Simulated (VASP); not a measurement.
# NaCl (Fm-3m) in VASP: a series of runs

Runs on NaCl. Level: HSE06. Tasks: single point, relaxation of cell and atoms.

Everything below comes from runs of VASP 6.6.1. Logs are shortened: lines on timing, memory, paths and dates and some standing lists are left out, and cuts for length are marked.

### 1 The cell of the first run

The structure is cubic, space group Fm-3m (No. 225). Conventional cell: a = 5.654 Å, b = 5.654 Å, c = 5.654 Å, α = 90.00°, β = 90.00°, γ = 90.00°. Na (site symmetry m-3m) has 6 Cl at 2.83 Å within 3.7 Å. Within 3.7 Å of Cl (site symmetry m-3m) lie 6 Na at 2.83 Å.

### 2 Single point, HSE06

Contents of POSCAR:

```
NaCl
1.0
    0.0000000000      2.8269937785      2.8269937785
    2.8269937785      0.0000000000      2.8269937785
    2.8269937785      2.8269937785      0.0000000000
Na Cl
1 1
Direct
    0.0000000000      0.0000000000      0.0000000000
    0.5000000000      0.5000000000      0.5000000000
```

Contents of INCAR.step1:

```
SYSTEM = NaCl
PREC = Accurate
ENCUT = 520
EDIFF = 1E-5
ISMEAR = 0
SIGMA = 0.02
LREAL = .False.
LASPH = .True.
NELM = 100
ALGO = Normal
ISIF = 2
LWAVE = .True.
LCHARG = .False.
GGA = PE
NBANDS = 14
```

Contents of INCAR.step2:

```
SYSTEM = NaCl
PREC = Accurate
ENCUT = 520
EDIFF = 1E-6
ISMEAR = 0
SIGMA = 0.02
LREAL = .False.
LASPH = .True.
NELM = 100
ALGO = Normal
ISIF = 2
LWAVE = .False.
LCHARG = .False.
GGA = PE
LHFCALC = .True.
HFSCREEN = 0.2079
PRECFOCK = Normal
ISTART = 1
NBANDS = 14
```

Contents of KPOINTS:

```
regular mesh
0
Gamma
  4 4 4
  0 0 0
```

Potentials or basis: VASP PAW PBE potentials, release 64 (Na_pv, Cl).

Launch:

```sh
> cat potpaw_PBE.64/Na_pv/POTCAR potpaw_PBE.64/Cl/POTCAR > POTCAR
> cp INCAR.step1 INCAR
> mpirun -np 1 vasp_std > vasp.out
> cp INCAR.step2 INCAR
> mpirun -np 1 vasp_std > vasp.out
```

OUTCAR:

```text
SYSTEM = NaCl
   PREC = Accurate
   ENCUT = 520
   EDIFF = 1E-6
   ISMEAR = 0
   LREAL = .False.
   LASPH = .True.
   NELM = 100
   ISIF = 2
   GGA = PE
   LHFCALC = .True.
   HFSCREEN = 0.2079
   PRECFOCK = Normal
   ISTART = 1

 ion  position               nearest neighbor table
   1  0.000  0.000  0.000-
   2  0.500  0.500  0.500-

  LATTYP: Found a face centered cubic cell.
 ALAT       =     5.6539875570

  Lattice vectors:

 A1 = (   0.0000000000,   2.8269937785,   2.8269937785)
 A2 = (   2.8269937785,   0.0000000000,   2.8269937785)
 A3 = (   2.8269937785,   2.8269937785,   0.0000000000)

Analysis of symmetry for initial positions (statically):
=====================================================================
 Subroutine PRICEL returns:
 Original cell was already a primitive cell.

 Routine SETGRP: Setting up the symmetry group for a
 face centered cubic supercell.

 Subroutine GETGRP returns: Found 48 space group operations
 (whereof 48 operations were pure point group operations)
 out of a pool of 48 trial point group operations.

The static configuration has the point symmetry O_h .

Analysis of symmetry for dynamics (positions and initial velocities):
=====================================================================
 Subroutine PRICEL returns:
 Original cell was already a primitive cell.

 Routine SETGRP: Setting up the symmetry group for a
 face centered cubic supercell.

 Subroutine GETGRP returns: Found 48 space group operations
 (whereof 48 operations were pure point group operations)
 out of a pool of 48 trial point group operations.

The dynamic configuration has the point symmetry O_h .

 Subroutine INISYM returns: Found 48 space group operations
 (whereof 48 operations are pure point group operations),
 and found     1 'primitive' translations

----------------------------------------------------------------------------------------

                                     Primitive cell

  volume of cell :      45.1861

  direct lattice vectors                    reciprocal lattice vectors
     0.000000000  2.826993778  2.826993778    -0.176866325  0.176866325  0.176866325
     2.826993778  0.000000000  2.826993778     0.176866325 -0.176866325  0.176866325
     2.826993778  2.826993778  0.000000000     0.176866325  0.176866325 -0.176866325

  length of vectors
     3.997972942  3.997972942  3.997972942     0.306341461  0.306341461  0.306341461

  position of ions in fractional coordinates (direct lattice)
     0.000000000  0.000000000  0.000000000
     0.500000000  0.500000000  0.500000000

  ion indices of the primitive-cell ions
   primitive index   ion index
                 1           1
                 2           2

----------------------------------------------------------------------------------------

 KPOINTS: regular mesh

Automatic generation of k-mesh.
 Grid dimensions read from file:
 generate k-points for:    4    4    4

 Generating k-lattice:

  Cartesian coordinates                     Fractional coordinates (reciprocal lattice)
    -0.044216581  0.044216581  0.044216581     0.250000000  0.000000000  0.000000000
     0.044216581 -0.044216581  0.044216581     0.000000000  0.250000000  0.000000000
     0.044216581  0.044216581 -0.044216581     0.000000000  0.000000000  0.250000000

  Length of vectors
     0.076585365  0.076585365  0.076585365

  Shift w.r.t. Gamma in fractional coordinates (k-lattice)
     0.000000000  0.000000000  0.000000000

 Subroutine IBZKPT returns following result:
 ===========================================

 Found      8 irreducible k-points:

 Following reciprocal coordinates:
            Coordinates               Weight
  0.000000  0.000000  0.000000      1.000000
  0.250000  0.000000  0.000000      8.000000
  0.500000  0.000000  0.000000      4.000000
  0.250000  0.250000  0.000000      6.000000
  0.500000  0.250000  0.000000     24.000000
 -0.250000  0.250000  0.000000     12.000000
  0.500000  0.500000  0.000000      3.000000
 -0.250000  0.500000  0.250000      6.000000
   k-points           NKPTS =      8   k-points in BZ     NKDIM =     64   number of bands    NBANDS=     14
   number of dos      NEDOS =    301   number of ions     NIONS =      2
   total plane-waves  NPLWV =  27000
   dimension x,y,z NGX =    30 NGY =   30 NGZ =   30
   dimension x,y,z NGXF=    60 NGYF=   60 NGZF=   60
   ions per type =               1   1
   NGX,Y,Z   is equivalent  to a cutoff of  12.47, 12.47, 12.47 a.u.
   NGXF,Y,Z  is equivalent  to a cutoff of  24.95, 24.95, 24.95 a.u.
 SYSTEM =  NaCl
   PREC   = accura    normal or accurate (medium, high low for compatibility)
   ISTART =      1    job   : 0-new  1-cont  2-samecut
   ICHARG =      0    charge: 1-file 2-atom 10-const
   ISPIN  =      1    spin polarized calculation?
   LNONCOLLINEAR =      F non collinear calculations
   LSORBIT =      F    spin-orbit coupling
   LASPH  =      T    aspherical Exc in radial PAW
[... 36 lines left out ...]
   HFSCREENC=   0.2079 screening length for correlation (either q_TF or 0.3 A-1)
   ENCUTFOCK=  -1.0 apply spherical cutoff to Coloumb kernel
   IVDW    =     0    specifies the selected vdW correction
   LEPSILON=     F    determine dielectric tensor
   LRPA    =     F    only Hartree local field effects (RPA)
 non-spin polarized calculation
 Gauss-broadening in eV      SIGMA  =   0.02
  energy-cutoff  :      520.00
  volume of cell :       45.19
 maximum number of plane-waves:      1243
 NGX is ok and might be reduce to    30
  NGX = 24; NGY = 24; NGZ = 24

 number of electron      13.9999994 magnetization

 Free energy of the ion-electron system (eV)
  ---------------------------------------------------
  ext. energy  EPLUGINS =         0.00000000
  ---------------------------------------------------
  free energy    TOTEN  =        -7.87714212 eV

  energy without entropy =       -7.87714212  energy(sigma->0) =       -7.87714212

 E-fermi :  -1.5665     XC(G=0):  -6.7735

 val. band max:       -1.7671723129   @ k =   0.0000   0.0000   0.0000
 cond. band min:       4.6760897127   @ k =   0.0000   0.0000   0.0000
 fundamental gap:      6.4432620256
 Fermi energy:        -1.5664881151

 k-point     1 :       0.0000    0.0000    0.0000
  band No.  band energies     occupation
      1     -24.6659      2.00000
      2     -24.6659      2.00000
      3     -24.6659      2.00000
      4     -15.5984      2.00000
      5      -1.7672      2.00000
      6      -1.7672      2.00000
      7      -1.7672      2.00000
      8       4.6761      0.00000
      9      10.8394      0.00000
     10      10.8394      0.00000
     11      10.8394      0.00000
     12      13.1554      0.00000
     13      13.1554      0.00000
     14      14.4623      0.00000

 k-point     2 :       0.2500    0.0000    0.0000
  band No.  band energies     occupation
      1     -24.6792      2.00000
      2     -24.6667      2.00000
      3     -24.6667      2.00000
      4     -15.4260      2.00000
      5      -2.8970      2.00000
      6      -1.9104      2.00000
      7      -1.9104      2.00000
      8       6.1705      0.00000
      9       9.6797      0.00000
     10      11.1430      0.00000
     11      11.1430      0.00000
     12      13.0716      0.00000
     13      13.0716      0.00000
     14      15.4031      0.00000

 k-point     3 :       0.5000    0.0000    0.0000
  band No.  band energies     occupation
      1     -24.6923      2.00000
      2     -24.6674      2.00000
      3     -24.6674      2.00000
      4     -15.2434      2.00000
      5      -3.7828      2.00000
      6      -2.0461      2.00000
      7      -2.0461      2.00000
      8       6.8409      0.00000
      9      10.4074      0.00000
     10      10.7082      0.00000
     11      10.7082      0.00000
     12      14.7356      0.00000
     13      16.1790      0.00000
     14      16.1790      0.00000
[... 52 lines left out ...]
 k-point     7 :       0.5000    0.5000    0.0000
  band No.  band energies     occupation
      1     -24.6840      2.00000
      2     -24.6732      2.00000
      3     -24.6732      2.00000
      4     -15.1877      2.00000
      5      -3.5239      2.00000
      6      -2.4027      2.00000
      7      -2.4027      2.00000
      8       7.1967      0.00000
      9       7.6454      0.00000
     10      11.0643      0.00000
     11      14.6390      0.00000
     12      14.6390      0.00000
     13      15.2891      0.00000
     14      17.0787      0.00000

 k-point     8 :      -0.2500    0.5000    0.2500
  band No.  band energies     occupation
      1     -24.6786      2.00000
      2     -24.6786      2.00000
      3     -24.6749      2.00000
      4     -15.1712      2.00000
      5      -3.0188      2.00000
      6      -3.0188      2.00000
      7      -2.5513      2.00000
      8       8.5400      0.00000
      9       9.3496      0.00000
     10       9.3496      0.00000
     11      11.1155      0.00000
     12      15.5964      0.00000
     13      15.5964      0.00000
     14      16.2840      0.00000

------------------------ aborting loop because EDIFF is reached ----------------------------------------

  FORCE on cell =-STRESS in cart. coord.  units (eV):
  Direction    XX          YY          ZZ          XY          YZ          ZX
  --------------------------------------------------------------------------------------
  -------------------------------------------------------------------------------------
  Total        0.0103393      0.0103393      0.0103393     -0.0000000     -0.0000000      0.0000000
  in kB        0.3666031      0.3666031      0.3666031     -0.0000000     -0.0000000      0.0000000
  external PRESSURE =       0.3666031 kB  Pullay stress =       0.0000000 kB

 VOLUME and BASIS-vectors are now :
 -----------------------------------------------------------------------------
  energy-cutoff  :      520.00
  volume of cell :       45.19
      direct lattice vectors                 reciprocal lattice vectors
     0.000000000  2.826993778  2.826993778    -0.176866325  0.176866325  0.176866325
     2.826993778  0.000000000  2.826993778     0.176866325 -0.176866325  0.176866325
     2.826993778  2.826993778  0.000000000     0.176866325  0.176866325 -0.176866325

 POSITION                                       TOTAL-FORCE (eV/Angst)
 -----------------------------------------------------------------------------------
      0.00000      0.00000      0.00000        -0.000000      0.000000      0.000000
      2.82699      2.82699      2.82699         0.000000     -0.000000     -0.000000
 -----------------------------------------------------------------------------------
    total drift:                               -0.000001     -0.000005     -0.000006

  FREE ENERGIE OF THE ION-ELECTRON SYSTEM (eV)
  ---------------------------------------------------
  free  energy   TOTEN  =        -7.8771421154 eV

  energy  without entropy=       -7.8771421154  energy(sigma->0) =       -7.87714212
```

Wall time 1.7 min (1 thread of Intel Xeon Platinum 8488C (Sapphire Rapids), shared host); peak memory 0.26 GiB.

Results:

* Free energy: -7.8771 eV
* Pressure: 0.0 GPa
* Band gap on the k mesh: 6.44 eV

Levels at points of the mesh, in eV from the valence-band top:
```
           k point  band 5  band 6  band 7  band 8  band 9  band 10
(0.00, 0.00, 0.00)    0.00    0.00    0.00    6.44   12.61    12.61
(0.50, 0.00, 0.00)   -2.02   -0.28   -0.28    8.61   12.17    12.48
(0.50, 0.50, 0.00)   -1.76   -0.64   -0.64    8.96    9.41    12.83
```

Caveat: the k points lie up to 0.48 Å⁻¹ apart; the PAW data sets were made with another functional, which shifts forces and pressure a little.

### 3 Single point, HSE06 (23.27 Å³/atom)

This run uses another cell than the first one, of 23.27 Å³/atom.

Contents of POSCAR:

```
NaCl
1.0
    0.0000000000      2.8549856363      2.8549856363
    2.8549856363      0.0000000000      2.8549856363
    2.8549856363      2.8549856363      0.0000000000
Na Cl
1 1
Direct
    0.0000000000      0.0000000000      0.0000000000
    0.5000000000      0.5000000000      0.5000000000
```

Contents of INCAR.step1:

```
SYSTEM = NaCl
  PREC = Accurate
  ENCUT = 520
  EDIFF = 1E-5
  ISMEAR = 0
  SIGMA = 0.02
  LREAL = .FALSE.
  LASPH = .TRUE.
  NELM = 80
  ALGO = Normal
  ISIF = 2
  LWAVE = .TRUE.
  LCHARG = .FALSE.
  NBANDS = 14
  GGA = PE
```

Contents of INCAR.step2:

```
SYSTEM = NaCl
  PREC = Accurate
  ENCUT = 520
  EDIFF = 1E-7
  ISMEAR = 0
  SIGMA = 0.02
  LREAL = .FALSE.
  LASPH = .TRUE.
  NELM = 80
  ALGO = Normal
  ISIF = 2
  LWAVE = .FALSE.
  LCHARG = .FALSE.
  GGA = PE
  LHFCALC = .TRUE.
  HFSCREEN = 0.2079
  PRECFOCK = Normal
  NBANDS = 14
  ISTART = 1
```

Contents of KPOINTS:

```
Automatic mesh
0
G
  4 4 4
  0 0 0
```

Potentials or basis: VASP PAW PBE potentials, release 64 (Na_pv, Cl).

Launch:

```sh
> cat potpaw_PBE.64/Na_pv/POTCAR potpaw_PBE.64/Cl/POTCAR > POTCAR
> cp INCAR.step1 INCAR
> mpirun -np 1 vasp_std > vasp.out
> cp INCAR.step2 INCAR
> mpirun -np 1 vasp_std > vasp.out
```

Run time: 2.5 min. Hardware: 1 thread of Intel Xeon Platinum 8488C (Sapphire Rapids), shared host; peak memory 0.26 GiB.

The run converged. Its results:

| Item | Value |
| --- | --- |
| Free energy | -7.8746 eV |
| Pressure | -0.7 GPa |
| Band gap on the k mesh | 6.32 eV |

Levels at points of the mesh, in eV from the valence-band top:
```csv
k point,band 3,band 4,band 5,band 6,band 7,band 8,band 9,band 10,band 11,band 12
"(0.00, 0.00, 0.00)",-22.96,-13.76,0.00,0.00,0.00,6.32,12.56,12.56,12.56,14.84
"(0.50, 0.00, 0.00)",-22.96,-13.44,-1.92,-0.26,-0.26,8.55,11.92,12.39,12.39,16.29
"(0.50, 0.50, 0.00)",-22.97,-13.38,-1.67,-0.61,-0.61,8.87,9.43,12.61,16.13,16.13
```

Caveat: the k points lie up to 0.48 Å⁻¹ apart; the PAW data sets were made with another functional, which shifts forces and pressure a little.

### 4 Single point, HSE06 (23.95 Å³/atom)

This run uses another cell than the first one, of 23.95 Å³/atom.

Contents of POSCAR:

```
NaCl
1.0
    0.0000000000      2.8824391054      2.8824391054
    2.8824391054      0.0000000000      2.8824391054
    2.8824391054      2.8824391054      0.0000000000
Na Cl
1 1
Direct
    0.0000000000      0.0000000000      0.0000000000
    0.5000000000      0.5000000000      0.5000000000
```

Contents of INCAR.step1:

```
SYSTEM = NaCl
PREC = Accurate ; ENCUT = 520
EDIFF = 1E-5 ; ISMEAR = 0
SIGMA = 0.02 ; LREAL = .FALSE.
LASPH = .TRUE. ; NELM = 60
ALGO = Normal ; ISIF = 2
LWAVE = .TRUE. ; LCHARG = .FALSE.
NBANDS = 14 ; GGA = PE
```

Contents of INCAR.step2:

```
SYSTEM = NaCl
PREC = Accurate ; ENCUT = 520
EDIFF = 1E-6 ; ISMEAR = 0
SIGMA = 0.02 ; LREAL = .FALSE.
LASPH = .TRUE. ; NELM = 60
ALGO = Normal ; ISIF = 2
LWAVE = .FALSE. ; LCHARG = .FALSE.
GGA = PE ; LHFCALC = .TRUE.
HFSCREEN = 0.2079 ; PRECFOCK = Normal
NBANDS = 14 ; ISTART = 1
```

Contents of KPOINTS:

```
regular mesh
0
G
  4 4 4
  0 0 0
```

Launch:

```sh
> cat potpaw_PBE.64/Na_pv/POTCAR potpaw_PBE.64/Cl/POTCAR > POTCAR
> cp INCAR.step1 INCAR
> mpirun -np 1 vasp_std > vasp.out
> cp INCAR.step2 INCAR
> mpirun -np 1 vasp_std > vasp.out
```

Run time: 92 s. Hardware: 1 thread of Intel Xeon Platinum 8488C (Sapphire Rapids), shared host; peak memory 0.26 GiB.

The run converged. Its results:

```
Free energy            : -7.8668 eV
Pressure               : -1.2 GPa
Band gap on the k mesh : 6.21 eV
```

Levels at points of the mesh, in eV from the valence-band top:
| k point | band 5 | band 6 | band 7 | band 8 | band 9 | band 10 |
| --- | --- | --- | --- | --- | --- | --- |
| (0.00, 0.00, 0.00) | 0.00 | 0.00 | 0.00 | 6.21 | 12.52 | 12.52 |
| (0.50, 0.00, 0.00) | -1.83 | -0.25 | -0.25 | 8.49 | 11.68 | 12.31 |
| (0.50, 0.50, 0.00) | -1.60 | -0.58 | -0.58 | 8.78 | 9.44 | 12.40 |

Caveat: the k points lie up to 0.47 Å⁻¹ apart; the PAW data sets were made with another functional, which shifts forces and pressure a little.

### 5 Relaxation of cell and atoms, HSE06

This run uses another cell than the first one, of 22.19 Å³/atom.

Contents of POSCAR:

```
NaCl
1.0
    0.0000000000      2.8100000000      2.8100000000
    2.8100000000      0.0000000000      2.8100000000
    2.8100000000      2.8100000000      0.0000000000
Na Cl
1 1
Direct
    0.0000000000      0.0000000000      0.0000000000
    0.5000000000      0.5000000000      0.5000000000
```

Contents of INCAR.step1:

```
PREC = Accurate
ENCUT = 600
EDIFF = 1E-5
ISMEAR = 0
SIGMA = 0.02
LREAL = False
LASPH = True
NELM = 60
ALGO = Normal
LWAVE = True
LCHARG = False
GGA = PE
NBANDS = 14
```

Contents of INCAR.step2:

```
PREC = Accurate
ENCUT = 600
EDIFF = 1E-6
ISMEAR = 0
SIGMA = 0.02
LREAL = False
LASPH = True
NELM = 60
ALGO = Normal
ISIF = 3
LWAVE = False
LCHARG = False
GGA = PE
LHFCALC = True
HFSCREEN = 0.2079
PRECFOCK = Normal
IBRION = 2
NSW = 100
EDIFFG = -0.005
ISTART = 1
```

Contents of KPOINTS:

```
regular mesh
0
Gamma
  4 4 4
```

Launch:

```sh
> cat potpaw_PBE.64/Na_pv/POTCAR potpaw_PBE.64/Cl/POTCAR > POTCAR
> cp INCAR.step1 INCAR
> mpirun -np 1 vasp_std > vasp.out
> cp INCAR.step2 INCAR
> mpirun -np 1 vasp_std > vasp.out
```

Run time: 11 min. Hardware: 1 thread of Intel Xeon Platinum 8488C (Sapphire Rapids), shared host; peak memory 0.27 GiB.

Results (log left out):

```yaml
Free_energy: -7.8772 eV
Relaxed_volume: 22.65 Å³/atom
Relaxed_cell: a = 4.001 Å, b = 4.001 Å, c = 4.001 Å, α = 60.00°, β = 60.00°, γ = 60.00°
Space_group_after_relaxing_to_0.1_Å: Fm-3m (No. 225)
Energy_gained_by_relaxing: 0.7 meV/atom
Ionic_steps: 7
Pressure_after_relaxing: 0.0 GPa
Band_gap_on_the_k_mesh: 6.43 eV
```

The path:
```tsv
step	energy change (eV)	largest force (eV/Å)	pressure (GPa)	volume (Å³)
1	0.0000	0.0000	0.52	44.38
2	-0.0011	0.0000	0.22	44.84
3	-0.0014	0.0000	0.08	45.09
4	-0.0013	0.0000	-0.20	45.59
5	-0.0014	0.0000	0.05	45.23
6	-0.0014	0.0000	-0.10	45.43
7	-0.0014	0.0000	0.02	45.30
```

Final structure:
```
CELL_PARAMETERS angstrom
0.00000 2.82931 2.82931
2.82931 0.00000 2.82931
2.82931 2.82931 0.00000
ATOMIC_POSITIONS crystal
Na 0.00000 0.00000 0.00000
Cl 0.50000 0.50000 0.50000
```

Levels at points of the mesh, in eV from the valence-band top:
```
           k point  band 3  band 4  band 5  band 6  band 7  band 8  band 9  band 10  band 11
(0.00, 0.00, 0.00)  -22.91  -13.83    0.00    0.00    0.00    6.43   12.60    12.60    12.60
(0.50, 0.00, 0.00)  -22.91  -13.47   -2.01   -0.28   -0.28    8.60   12.15    12.47    12.47
(0.50, 0.50, 0.00)  -22.91  -13.42   -1.75   -0.63   -0.63    8.96    9.41    12.81    16.38
```

Caveat: the k points lie up to 0.48 Å⁻¹ apart in the final cell; the PAW data sets were made with another functional, which shifts forces and pressure a little. Zero-point motion and thermal expansion aren't in these numbers.

### 6 Summary

```csv
task,cell,cutoff (eV),gap on the mesh (eV),pressure (GPa)
single point,"a = 3.998 Å, angles 60.0°, 2 atoms",520,6.44,0.0
single point,"a = 4.038 Å, angles 60.0°, 2 atoms",520,6.32,-0.7
single point,"a = 4.076 Å, angles 60.0°, 2 atoms",520,6.21,-1.2
relaxation of cell and atoms,"relaxed from a = 3.974 Å, angles 60.0°, 2 atoms",600,6.43,0.0
```

Alike in all rows: level HSE06; potentials or basis VASP PAW PBE potentials, release 64 (Na_pv, Cl); no spin polarisation; k mesh 4 × 4 × 4; smearing gaussian 0.02 eV.

Caveats: all runs use coarse meshes; the PAW data sets were made with another functional, which shifts forces and pressure a little.

Absolute energies hang on the potentials; compare differences alone.
